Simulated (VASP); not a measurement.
# IrS in VASP: notebook, part 2 of 2

VASP 6.6.1. The steps go on from the part before.

## (5) Single point, PBEsol (atom 2 (S) moved 0.08 Å along y)

The input, INCAR:

```
SYSTEM = IrS
PREC = Accurate ; ENCUT = 520
EDIFF = 1E-6 ; ISMEAR = 0
SIGMA = 0.05 ; LREAL = .False.
LASPH = .True. ; NELM = 60
ALGO = Normal ; ISIF = 2
LWAVE = .False. ; LCHARG = .False.
GGA = PS ; NBANDS = 14
```

The input, KPOINTS:

```
regular mesh
0
Gamma
  10 10 10
  0 0 0
```

The input, POSCAR:

```
IrS
1.0
    0.0000000000      2.4391161214      2.4391161214
    2.4391161214      0.0000000000      2.4391161214
    2.4391161214      2.4391161214      0.0000000000
Ir S
1 1
Direct
    0.5000000000      0.5000000000      0.5000000000
    0.0163993832     -0.0163993832      0.0163993832
```

Potentials or basis: VASP PAW PBE potentials, release 64 (Ir, S).

Run with:

```sh
$ cat potpaw_PBE.64/Ir/POTCAR potpaw_PBE.64/S/POTCAR > POTCAR
$ mpirun -np 1 vasp_std > vasp.out
```

OUTCAR:

```text
SYSTEM = IrS
   PREC = Accurate
   ENCUT = 520
   EDIFF = 1E-6
   ISMEAR = 0
   LREAL = .False.
   LASPH = .True.
   NELM = 60
   ISIF = 2
   GGA = PS

 ion  position               nearest neighbor table
   1  0.500  0.500  0.500-   2 2.36   2 2.44   2 2.44   2 2.44   2 2.44   2 2.52
   2  0.016  0.984  0.016-   1 2.36   1 2.44   1 2.44   1 2.44   1 2.44   1 2.52

  LATTYP: Found a face centered cubic cell.
 ALAT       =     4.8782322428

  Lattice vectors:

 A1 = (   0.0000000000,   2.4391161214,   2.4391161214)
 A2 = (   2.4391161214,   0.0000000000,   2.4391161214)
 A3 = (   2.4391161214,   2.4391161214,   0.0000000000)

Analysis of symmetry for initial positions (statically):
=====================================================================
 Subroutine PRICEL returns:
 Original cell was already a primitive cell.

 Routine SETGRP: Setting up the symmetry group for a
 face centered cubic supercell.

 Subroutine GETGRP returns: Found  8 space group operations
 (whereof  8 operations were pure point group operations)
 out of a pool of 48 trial point group operations.

The static configuration has the point symmetry C_4v.

Analysis of symmetry for dynamics (positions and initial velocities):
=====================================================================
 Subroutine PRICEL returns:
 Original cell was already a primitive cell.

 Routine SETGRP: Setting up the symmetry group for a
 face centered cubic supercell.

 Subroutine GETGRP returns: Found  8 space group operations
 (whereof  8 operations were pure point group operations)
 out of a pool of 48 trial point group operations.

The dynamic configuration has the point symmetry C_4v.

 Subroutine INISYM returns: Found  8 space group operations
 (whereof  8 operations are pure point group operations),
 and found     1 'primitive' translations

----------------------------------------------------------------------------------------

                                     Primitive cell

  volume of cell :      29.0220

  direct lattice vectors                    reciprocal lattice vectors
     0.000000000  2.439116121  2.439116121    -0.204992290  0.204992290  0.204992290
     2.439116121  0.000000000  2.439116121     0.204992290 -0.204992290  0.204992290
[... 124 lines left out ...]
 number of electron      14.9999999 magnetization

 Free energy of the ion-electron system (eV)
  ---------------------------------------------------
  ext. energy  EPLUGINS =         0.00000000
  ---------------------------------------------------
  free energy    TOTEN  =       -13.48688652 eV

  energy without entropy =      -13.48540878  energy(sigma->0) =      -13.48614765

 E-fermi :   9.3233     XC(G=0): -12.6765

 val. band max:        9.3204155885   @ k =   0.3000   0.1000   0.5000
 cond. band min:       9.3442848827   @ k =   0.5000   0.3000   0.1000
 fundamental gap:      0.0238692942
 Fermi energy:         9.3233375918

 k-point     1 :       0.0000    0.0000    0.0000
  band No.  band energies     occupation
      1      -7.2267      2.00000
      2       5.8389      2.00000
      3       5.9202      2.00000
      4       5.9202      2.00000
      5       6.1066      2.00000
      6       6.2029      2.00000
      7       7.1345      2.00000
      8       7.1345      2.00000
      9       7.3095      2.00000
     10      12.2303      0.00000
     11      19.3845      0.00000
     12      22.0240      0.00000
     13      22.0240      0.00000
     14      22.1645      0.00000
[... 377 lines left out ...]
      1      -6.8185      2.00000
      2       3.9867      2.00000
      3       4.3386      2.00000
      4       5.0656      2.00000
      5       6.3072      2.00000
      6       6.5007      2.00000
      7       7.5105      2.00000
      8       8.3934      2.00000
      9       9.6890      0.00000
     10      14.0115      0.00000
     11      18.9482      0.00000
     12      19.7153      0.00000
     13      21.5787      0.00000
     14      22.2895      0.00000

 [... further k-points ...]

------------------------ aborting loop because EDIFF is reached ----------------------------------------

  FORCE on cell =-STRESS in cart. coord.  units (eV):
  Direction    XX          YY          ZZ          XY          YZ          ZX
  --------------------------------------------------------------------------------------
  -------------------------------------------------------------------------------------
  Total        0.1498915      0.5979059      0.1498915      0.0000000     -0.0000000      0.0000000
  in kB        8.2748525     33.0077539      8.2748525      0.0000000     -0.0000000      0.0000000
  external PRESSURE =      16.5191530 kB  Pullay stress =       0.0000000 kB

 VOLUME and BASIS-vectors are now :
 -----------------------------------------------------------------------------
  energy-cutoff  :      520.00
  volume of cell :       29.02
      direct lattice vectors                 reciprocal lattice vectors
     0.000000000  2.439116121  2.439116121    -0.204992290  0.204992290  0.204992290
     2.439116121  0.000000000  2.439116121     0.204992290 -0.204992290  0.204992290
     2.439116121  2.439116121  0.000000000     0.204992290  0.204992290 -0.204992290

 POSITION                                       TOTAL-FORCE (eV/Angst)
 -----------------------------------------------------------------------------------
      2.43912      2.43912      2.43912         0.000000     -0.087568      0.000000
      2.43912      0.08000      2.43912         0.000000      0.087568      0.000000
 -----------------------------------------------------------------------------------
    total drift:                               -0.000000      0.000027     -0.000000

  FREE ENERGIE OF THE ION-ELECTRON SYSTEM (eV)
  ---------------------------------------------------
  free  energy   TOTEN  =       -13.4868865242 eV

  energy  without entropy=      -13.4854087814  energy(sigma->0) =      -13.48614765
```

stdout:

```text
POSCAR found type information on POSCAR IrS
 POSCAR found :  2 types and       2 ions
 scaLAPACK will be used
 -----------------------------------------------------------------------------
|                                                                             |
|                                                                             |
|     You enforced a specific xc type in the INCAR file but a different       |
|     I HOPE YOU KNOW WHAT YOU ARE DOING!                                     |
|                                                                             |
 -----------------------------------------------------------------------------

 LDA part: xc-table for (Slater+PW92), standard interpolation
 POSCAR, INCAR and KPOINTS ok, starting setup
 FFT: planning ... GRIDC
 FFT: planning ... GRID_SOFT
 FFT: planning ... GRID
 WAVECAR not read
 entering main loop
```

It took 35 s on 1 thread of AMD EPYC 7R43 (Zen 3), shared host; peak memory 0.16 GiB.

Results:

```
Free energy   : -13.4869 eV
Pressure      : 1.7 GPa
Largest force : 0.088 eV/Å
```

Forces on the atoms (eV/Å):
```
Ir   0.000 -0.088  0.000
S    0.000  0.088  0.000
```

Caveat: the cell differs from its parent crystal (atom 2 (S) moved 0.08 Å along y); the PAW data sets were made with another functional, which shifts forces and pressure a little; spin-orbit coupling is left out, which moves the levels of the heavy elements.

## (6) Single point, PBEsol

This run uses another cell than the first one, of 14.51 Å³/atom, 1.020 times its volume.

The input, INCAR:

```
ALGO = Normal
EDIFF = 1E-7
ENCUT = 520
GGA = PS
ISIF = 2
ISMEAR = 0
LASPH = T
LCHARG = F
LREAL = F
LWAVE = F
NBANDS = 14
NELM = 60
PREC = Accurate
SIGMA = 0.05
```

The input, KPOINTS:

```
k-points
0
Gamma
  10 10 10
```

The input, POSCAR:

```
IrS
1.0
    0.0000000000      2.4513117020      2.4513117020
    2.4391161214      0.0121955806      2.4391161214
    2.4391161214      2.4391161214      0.0121955806
Ir S
1 1
Direct
    0.5000000000      0.5000000000      0.5000000000
    0.0000000000      0.0000000000      0.0000000000
```

Potentials or basis: VASP PAW PBE potentials, release 64 (Ir, S).

Run with:

```sh
$ cat potpaw_PBE.64/Ir/POTCAR potpaw_PBE.64/S/POTCAR > POTCAR
$ mpirun -np 1 vasp_std > vasp.out
```

OUTCAR:

```text
EDIFF = 1E-7
   ENCUT = 520
   GGA = PS
   ISIF = 2
   ISMEAR = 0
   LASPH = T
   LREAL = F
   NELM = 60
   PREC = Accurate

 ion  position               nearest neighbor table
   1  0.500  0.500  0.500-   2 2.44   2 2.44   2 2.44   2 2.44   2 2.44   2 2.44
   2  0.000  0.000  0.000-   1 2.44   1 2.44   1 2.44   1 2.44   1 2.44   1 2.44

  LATTYP: Found a body centered orthorhombic cell.
 ALAT       =     3.4321839436
 B/A-ratio  =     1.0100502513
 C/A-ratio  =     1.4213201632

  Lattice vectors:

 A1 = (  -2.4391161214,   2.4391161214,   0.0121955806)
 A2 = (  -2.4391161214,  -2.4391161214,  -0.0121955806)
 A3 = (   2.4391161214,   0.0121955806,   2.4391161214)

Analysis of symmetry for initial positions (statically):
=====================================================================
 Subroutine PRICEL returns:
 Original cell was already a primitive cell.

 Routine SETGRP: Setting up the symmetry group for a
 body centered orthorhombic supercell.

 Subroutine GETGRP returns: Found  8 space group operations
 (whereof  8 operations were pure point group operations)
[... 179 lines left out ...]
      6       6.1874      2.00000
      7       6.9122      2.00000
      8       6.9546      2.00000
      9       6.9987      2.00000
     10      12.2381      0.00000
     11      19.4851      0.00000
     12      22.0159      0.00000
     13      22.0495      0.00000
     14      22.0924      0.00000
[... 377 lines left out ...]
      1      -5.3049      2.00000
      2       1.1317      2.00000
      3       2.9565      2.00000
      4       3.2359      2.00000
      5       7.4579      2.00000
      6       7.9187      2.00000
      7       8.4851      2.00000
      8       9.6268      0.00000
      9      13.3977      0.00000
     10      14.3662      0.00000
     11      17.3111      0.00000
     12      17.5002      0.00000
     13      18.2904      0.00000
     14      21.3971      0.00000

 [... further k-points ...]

------------------------ aborting loop because EDIFF is reached ----------------------------------------

  FORCE on cell =-STRESS in cart. coord.  units (eV):
  Direction    XX          YY          ZZ          XY          YZ          ZX
  --------------------------------------------------------------------------------------
  -------------------------------------------------------------------------------------
  Total        0.2013609      0.2031423      0.2031423      0.0000000     -0.0221476      0.0000000
  in kB       11.1165297     11.2148748     11.2148748      0.0000000     -1.2226996      0.0000000
  external PRESSURE =      11.1820931 kB  Pullay stress =       0.0000000 kB

 VOLUME and BASIS-vectors are now :
 -----------------------------------------------------------------------------
  energy-cutoff  :      520.00
  volume of cell :       29.02
      direct lattice vectors                 reciprocal lattice vectors
     0.000000000  2.451311702  2.451311702    -0.204992290  0.203972428  0.203972428
     2.439116121  0.012195581  2.439116121     0.204992290 -0.206022402  0.206022402
     2.439116121  2.439116121  0.012195581     0.204992290  0.206022402 -0.206022402

 POSITION                                       TOTAL-FORCE (eV/Angst)
 -----------------------------------------------------------------------------------
      2.43912      2.45131      2.45131         0.000000     -0.000000      0.000000
      0.00000      0.00000      0.00000         0.000000      0.000000     -0.000000
 -----------------------------------------------------------------------------------
    total drift:                                0.000000      0.000000      0.000000

  FREE ENERGIE OF THE ION-ELECTRON SYSTEM (eV)
  ---------------------------------------------------
  free  energy   TOTEN  =       -13.4821063025 eV

  energy  without entropy=      -13.4804594993  energy(sigma->0) =      -13.48128290
```

OSZICAR:

```text
N       E                     dE             d eps       ncg     rms          rms(c)
DAV:   1     0.906785663235E+02    0.90679E+02   -0.65459E+03  4788   0.960E+02
DAV:   2    -0.920043083409E+01   -0.99879E+02   -0.86333E+02  4968   0.240E+02
DAV:   3    -0.137141547809E+02   -0.45137E+01   -0.43784E+01  6348   0.534E+01
DAV:   4    -0.137857437410E+02   -0.71589E-01   -0.71502E-01  5396   0.697E+00
DAV:   5    -0.137872716908E+02   -0.15279E-02   -0.15278E-02  6346   0.102E+00    0.176E+01
DAV:   6    -0.135117635208E+02    0.27551E+00   -0.69776E-01  6264   0.107E+01    0.937E+00
DAV:   7    -0.134877476229E+02    0.24016E-01   -0.51675E-02  6158   0.276E+00    0.408E+00
DAV:   8    -0.134823853066E+02    0.53623E-02   -0.16290E-02  6054   0.130E+00    0.454E-01
DAV:   9    -0.134821104235E+02    0.27488E-03   -0.12455E-03  5230   0.257E-01    0.136E-01
DAV:  10    -0.134821141404E+02   -0.37169E-05   -0.15977E-04  6300   0.161E-01    0.366E-02
DAV:  11    -0.134821075449E+02    0.65955E-05   -0.16700E-05  5814   0.440E-02    0.175E-02
DAV:  12    -0.134821063637E+02    0.11812E-05   -0.15052E-06  6586   0.112E-02    0.262E-03
DAV:  13    -0.134821063025E+02    0.61218E-07   -0.13655E-07  3206   0.285E-03
   1 F= -.13482106E+02 E0= -.13481283E+02  d E =-.164680E-02
```

Run time: 57 s. Hardware: 1 thread of AMD EPYC 7R43 (Zen 3), shared host; peak memory 0.18 GiB.

Results:

- Free energy: -13.4821 eV
- Pressure: 1.1 GPa

Stress tensor (GPa, compression positive):
```
 1.11  0.00  0.00
 0.00  1.12 -0.12
 0.00 -0.12  1.12
```

Caveat: the PAW data sets were made with another functional, which shifts forces and pressure a little; spin-orbit coupling is left out, which moves the levels of the heavy elements.

## (7) Summary

```tsv
cell	gap on the mesh (eV)	pressure (GPa)
a = 3.426 Å, angles 60.0°, 2 atoms	none	5.8
a = 3.472 Å, angles 60.0°, 2 atoms	none	-3.0
a = 3.495 Å, angles 60.0°, 2 atoms	none	-6.7
a = 3.449 Å, angles 60.0°, 2 atoms	none	1.7
a = 3.467, b = 3.449, c = 3.449 Å, angles 59.7, 59.8, 59.8°, 2 atoms	none	1.1
```

Alike in all rows: task single point; level PBEsol; potentials or basis VASP PAW PBE potentials, release 64 (Ir, S); no spin polarisation; k mesh 10 × 10 × 10; cutoff (eV) 520; smearing gaussian 0.05 eV.

Caveats: the PAW data sets were made with another functional, which shifts forces and pressure a little; spin-orbit coupling is left out, which moves the levels of the heavy elements.

Total energies depend on the potentials used, so only differences within one code and one set of settings carry meaning.
